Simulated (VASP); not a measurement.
# Ca3Ni (P6_3/mmc) in VASP: single point with PBE

Aim: the single point of Ca3Ni with PBE.

Program: VASP 6.6.1. These are calculated values, not measurements. Logs are shortened: lines on timing, memory, paths and dates and some standing lists are left out, and cuts for length are marked.

## 1. The cell of the first run

It takes space group P6_3/mmc (No. 194, hexagonal). The conventional cell has a = 9.042 Å, b = 9.042 Å, c = 3.951 Å, α = 90.00°, β = 90.00°, γ = 120.00°. Ca (site symmetry mm2) has 2 Ni at 2.84 Å and 8 Ca at 3.53 to 3.95 Å within 4.0 Å. Within 3.7 Å of Ni (site symmetry -6m2) lie 6 Ca at 2.84 Å.

## 2. Single point, PBE

The input, INCAR:

```
SYSTEM = Ca3Ni
  PREC = Accurate
  ENCUT = 520
  EDIFF = 1E-6
  ISMEAR = 0
  SIGMA = 0.1
  LREAL = .False.
  LASPH = .True.
  NELM = 60
  ALGO = Fast
  ISIF = 2
  LWAVE = .False.
  LCHARG = .False.
  GGA = PE
  NBANDS = 50
```

The input, KPOINTS:

```
Automatic mesh
0
Gamma
  6 6 10
  0 0 0
```

The input, POSCAR:

```
Ca3Ni
1.0
    9.0419369623      0.0000000000      0.0000000000
   -4.5209684812      7.8305471088      0.0000000000
    0.0000000000      0.0000000000      3.9513088103
Ca Ni
6 2
Direct
    0.7966665591      0.5933331183      0.2500000000
    0.2033334409      0.7966665591      0.7500000000
    0.4066668817      0.2033334409      0.2500000000
    0.2033334409      0.4066668817      0.7500000000
    0.7966665591      0.2033334409      0.2500000000
    0.5933331183      0.7966665591      0.7500000000
    0.3333333333      0.6666666667      0.2500000000
    0.6666666667      0.3333333333      0.7500000000
```

Potentials or basis: VASP PAW PBE potentials, release 64 (Ca_sv, Ni).

The run is started by

```bash
$ cat potpaw_PBE.64/Ca_sv/POTCAR potpaw_PBE.64/Ni/POTCAR > POTCAR
$ mpirun -np 1 vasp_std > vasp.out
```

OUTCAR:

```text
SYSTEM = Ca3Ni
   PREC = Accurate
   ENCUT = 520
   EDIFF = 1E-6
   ISMEAR = 0
   LREAL = .False.
   LASPH = .True.
   NELM = 60
   ISIF = 2
   GGA = PE

 ion  position               nearest neighbor table
   1  0.797  0.593  0.250-   8 2.84   8 2.84
   2  0.203  0.797  0.750-   7 2.84   7 2.84
   3  0.407  0.203  0.250-   8 2.84   8 2.84
   4  0.203  0.407  0.750-   7 2.84   7 2.84
   5  0.797  0.203  0.250-   8 2.84   8 2.84
   6  0.593  0.797  0.750-   7 2.84   7 2.84
   7  0.333  0.667  0.250-   2 2.84   2 2.84   6 2.84   6 2.84   4 2.84   4 2.84
   8  0.667  0.333  0.750-   5 2.84   5 2.84   3 2.84   3 2.84   1 2.84   1 2.84

  LATTYP: Found a hexagonal cell.
 ALAT       =     9.0419369623
 C/A-ratio  =     0.4369980488

  Lattice vectors:

 A1 = (   9.0419369623,   0.0000000000,   0.0000000000)
 A2 = (  -4.5209684812,   7.8305471088,   0.0000000000)
 A3 = (   0.0000000000,   0.0000000000,   3.9513088103)

Analysis of symmetry for initial positions (statically):
=====================================================================
 Subroutine PRICEL returns:
 Original cell was already a primitive cell.

 Routine SETGRP: Setting up the symmetry group for a
 hexagonal supercell.

 Subroutine GETGRP returns: Found 24 space group operations
 (whereof 12 operations were pure point group operations)
 out of a pool of 24 trial point group operations.

The static configuration has the point symmetry D_3d.
 The point group associated with its full space group is D_6h.

Analysis of symmetry for dynamics (positions and initial velocities):
=====================================================================
 Subroutine PRICEL returns:
 Original cell was already a primitive cell.

 Routine SETGRP: Setting up the symmetry group for a
 hexagonal supercell.

 Subroutine GETGRP returns: Found 24 space group operations
 (whereof 12 operations were pure point group operations)
 out of a pool of 24 trial point group operations.

The dynamic configuration has the point symmetry D_3d.
 The point group associated with its full space group is D_6h.

 Subroutine INISYM returns: Found 24 space group operations
 (whereof 12 operations are pure point group operations),
 and found     1 'primitive' translations

----------------------------------------------------------------------------------------

                                     Primitive cell

  volume of cell :     279.7658

  direct lattice vectors                    reciprocal lattice vectors
     9.041936962  0.000000000  0.000000000     0.110595772  0.063852499  0.000000000
    -4.520968481  7.830547109  0.000000000     0.000000000  0.127704998  0.000000000
     0.000000000  0.000000000  3.951308810     0.000000000  0.000000000  0.253080700

  length of vectors
     9.041936962  9.041936962  3.951308810     0.127704998  0.127704998  0.253080700

  position of ions in fractional coordinates (direct lattice)
     0.796666559  0.593333118  0.250000000
     0.203333441  0.796666559  0.750000000
     0.406666882  0.203333441  0.250000000
     0.203333441  0.406666882  0.750000000
     0.796666559  0.203333441  0.250000000
     0.593333118  0.796666559  0.750000000
     0.333333333  0.666666667  0.250000000
     0.666666667  0.333333333  0.750000000

  ion indices of the primitive-cell ions
   primitive index   ion index
                 1           1
                 2           2
                 3           3
                 4           4
                 5           5
                 6           6
                 7           7
                 8           8

----------------------------------------------------------------------------------------

 KPOINTS: Automatic mesh

Automatic generation of k-mesh.
 Grid dimensions read from file:
 generate k-points for:    6    6   10

 Generating k-lattice:

  Cartesian coordinates                     Fractional coordinates (reciprocal lattice)
     0.018432629  0.010642083  0.000000000     0.166666667  0.000000000  0.000000000
     0.000000000  0.021284166  0.000000000     0.000000000  0.166666667  0.000000000
     0.000000000  0.000000000  0.025308070     0.000000000  0.000000000  0.100000000

  Length of vectors
     0.021284166  0.021284166  0.025308070

  Shift w.r.t. Gamma in fractional coordinates (k-lattice)
     0.000000000  0.000000000  0.000000000

 Subroutine IBZKPT returns following result:
 ===========================================

 Found     42 irreducible k-points:

 Following reciprocal coordinates:
            Coordinates               Weight
  0.000000  0.000000  0.000000      1.000000
  0.166667  0.000000  0.000000      6.000000
  0.333333  0.000000  0.000000      6.000000
  0.500000 -0.000000  0.000000      3.000000
  0.166667  0.166667  0.000000      6.000000
  0.333333  0.166667  0.000000     12.000000
[... 16 lines left out ...]
  0.166667  0.000000  0.300000     12.000000
  0.333333  0.000000  0.300000     12.000000
 [... further k-points ...]
   k-points           NKPTS =     42   k-points in BZ     NKDIM =     42   number of bands    NBANDS=     50
   number of dos      NEDOS =    301   number of ions     NIONS =      8
   total plane-waves  NPLWV = 147000
   dimension x,y,z NGX =    70 NGY =   70 NGZ =   30
   dimension x,y,z NGXF=   140 NGYF=  140 NGZF=   60
   ions per type =               6   2
   NGX,Y,Z   is equivalent  to a cutoff of  12.87, 12.87, 12.62 a.u.
   NGXF,Y,Z  is equivalent  to a cutoff of  25.74, 25.74, 25.24 a.u.
 SYSTEM =  Ca3Ni
   PREC   = accura    normal or accurate (medium, high low for compatibility)
   ISTART =      0    job   : 0-new  1-cont  2-samecut
   ICHARG =      2    charge: 1-file 2-atom 10-const
   ISPIN  =      1    spin polarized calculation?
   LNONCOLLINEAR =      F non collinear calculations
   LSORBIT =      F    spin-orbit coupling
   LASPH  =      T    aspherical Exc in radial PAW
   ENCUT  =  520.0 eV  38.22 Ry    6.18 a.u.  16.81 16.81  7.35*2*pi/ulx,y,z
   NELM   =     60;   NELMIN=  2; NELMDL= -5     # of ELM steps
   EDIFF  = 0.1E-05   stopping-criterion for ELM
   LREAL  =      F    real-space projection
   EDIFFG = 0.1E-04   stopping-criterion for IOM
   NSW    =      0    number of steps for IOM
   IBRION =     -1    ionic relax: 0-MD 1-quasi-New 2-CG
   NFREE  =      0    steps in history (QN), initial steepest desc. (CG)
   ISIF   =      2    stress and relaxation
   ISYM   =      2    0-nonsym 1-usesym 2-fastsym
   POTIM  = 0.5000    time-step for ionic-motion
   TEBEG  =    0.0;   TEEND  =   0.0 temperature during run
   PSTRESS=    0.0 pullay stress
   NELECT =      80.0000    total number of electrons
   NUPDOWN=      -1.0000    fix difference up-down
   EMIN   =  10.00;   EMAX   =-10.00  energy-range for DOS
   EFERMI =   0.00;   METHOD = LEGACY
   ISMEAR =     0;   SIGMA  =   0.10  broadening in eV -4-tet -1-fermi 0-gaus
   EFERMI_NEDOS =   21; number of points for ismear=-14 and -15
   IALGO  =     68    algorithm
   IMIX   =      4    mixing-type and parameters
     AMIX     =   0.40;   BMIX     =  1.00
     AMIX_MAG =   1.60;   BMIX_MAG =  1.00
  volume/ion in A,a.u.               =      34.97       235.99
  Fermi-wavevector in a.u.,A,eV,Ry     =   1.078549  2.038163 15.827228  1.163268
  Thomas-Fermi vector in A             =   2.214491
   LORBIT       =      0    0 simple, 1 ext, 2 COOP (PROOUT), +10 PAW based schemes
   GGA     = PE    functional components
   LHFCALC =     F    Hartree Fock is set to
   AEXX    =    0.0000 exact exchange contribution
   IVDW    =     0    specifies the selected vdW correction
   LEPSILON=     F    determine dielectric tensor
   LRPA    =     F    only Hartree local field effects (RPA)
 non-spin polarized calculation
 RMM-DIIS sequential band-by-band and
 Gauss-broadening in eV      SIGMA  =   0.10
  energy-cutoff  :      520.00
  volume of cell :      279.77
 maximum number of plane-waves:      7611
 NGX is ok and might be reduce to    70
   NGX = 33   NGY = 33   NGZ = 15

 number of electron      79.9999989 magnetization

 Free energy of the ion-electron system (eV)
  ---------------------------------------------------
  ext. energy  EPLUGINS =         0.00000000
  ---------------------------------------------------
  free energy    TOTEN  =       -21.32397126 eV

  energy without entropy =      -21.29153423  energy(sigma->0) =      -21.30775275

 E-fermi :   2.2366     XC(G=0):  -8.0201

 val. band max:        2.2287009066   @ k =   0.3333   0.1667   0.4000
 cond. band min:       2.2381270895   @ k =   0.3333   0.1667   0.0000
 fundamental gap:      0.0094261829
 Fermi energy:         2.2366294393

 k-point     1 :       0.0000    0.0000    0.0000
  band No.  band energies     occupation
      1     -39.4024      2.00000
      2     -39.3859      2.00000
      3     -39.3848      2.00000
      4     -39.3848      2.00000
      5     -39.3768      2.00000
      6     -39.3768      2.00000
[... 42 lines left out ...]
     49       4.4080      0.00000
     50       4.5570      0.00000

 k-point     2 :       0.1667    0.0000    0.0000
  band No.  band energies     occupation
      1     -39.4016      2.00000
      2     -39.3876      2.00000
      3     -39.3851      2.00000
      4     -39.3849      2.00000
      5     -39.3768      2.00000
      6     -39.3757      2.00000
[... 42 lines left out ...]
     49       4.5268      0.00000
     50       4.5503      0.00000

 k-point     3 :       0.3333    0.0000    0.0000
  band No.  band energies     occupation
      1     -39.3996      2.00000
      2     -39.3912      2.00000
      3     -39.3852      2.00000
      4     -39.3849      2.00000
      5     -39.3767      2.00000
      6     -39.3741      2.00000
[... 1102 lines left out ...]
     49       3.8277      0.00000
     50       4.0218      0.00000

 k-point    24 :       0.3333    0.0000    0.3000
  band No.  band energies     occupation
      1     -39.3943      2.00000
      2     -39.3889      2.00000
      3     -39.3814      2.00000
      4     -39.3806      2.00000
      5     -39.3758      2.00000
      6     -39.3743      2.00000
[... 42 lines left out ...]
     49       3.9172      0.00000
     50       4.0020      0.00000

 [... further k-points ...]

------------------------ aborting loop because EDIFF is reached ----------------------------------------

  FORCE on cell =-STRESS in cart. coord.  units (eV):
  Direction    XX          YY          ZZ          XY          YZ          ZX
  --------------------------------------------------------------------------------------
  -------------------------------------------------------------------------------------
  Total       -0.0664140     -0.0664140     -0.0040519      0.0000000      0.0000000     -0.0000000
  in kB       -0.3803433     -0.3803433     -0.0232044      0.0000000      0.0000000     -0.0000000
  external PRESSURE =      -0.2612970 kB  Pullay stress =       0.0000000 kB

 VOLUME and BASIS-vectors are now :
 -----------------------------------------------------------------------------
  energy-cutoff  :      520.00
  volume of cell :      279.77
      direct lattice vectors                 reciprocal lattice vectors
     9.041936962  0.000000000  0.000000000     0.110595772  0.063852499  0.000000000
    -4.520968481  7.830547109  0.000000000     0.000000000  0.127704998  0.000000000
     0.000000000  0.000000000  3.951308810     0.000000000  0.000000000  0.253080700

 POSITION                                       TOTAL-FORCE (eV/Angst)
 -----------------------------------------------------------------------------------
      4.52097      4.64612      0.98783         0.000000     -0.001362     -0.000000
     -1.76318      6.23834      2.96348         0.001180     -0.000681     -0.000000
      2.75779      1.59221      0.98783         0.001180      0.000681      0.000000
      0.00000      3.18442      2.96348        -0.000000      0.001362      0.000000
      6.28414      1.59221      0.98783        -0.001180      0.000681      0.000000
      1.76318      6.23834      2.96348        -0.001180     -0.000681     -0.000000
     -0.00000      5.22036      0.98783        -0.000000     -0.000000     -0.000000
      4.52097      2.61018      2.96348        -0.000000     -0.000000     -0.000000
 -----------------------------------------------------------------------------------
    total drift:                                0.000000     -0.000000      0.000000

  FREE ENERGIE OF THE ION-ELECTRON SYSTEM (eV)
  ---------------------------------------------------
  free  energy   TOTEN  =       -21.3239712637 eV

  energy  without entropy=      -21.2915342345  energy(sigma->0) =      -21.30775275
```

Run time: 13 min. Hardware: 1 thread of Intel Xeon Platinum 8559C (Emerald Rapids), shared host; peak memory 0.69 GiB.

What came out:

| Quantity | Value |
| --- | --- |
| Free energy | -21.3240 eV |
| Pressure | 0.0 GPa |
| Band gap on the k mesh | zero (bands 40 and 41 overlap by 1.15 eV) |

Spin polarisation is off, so any magnetic state and its effect on volume and gap are missing.
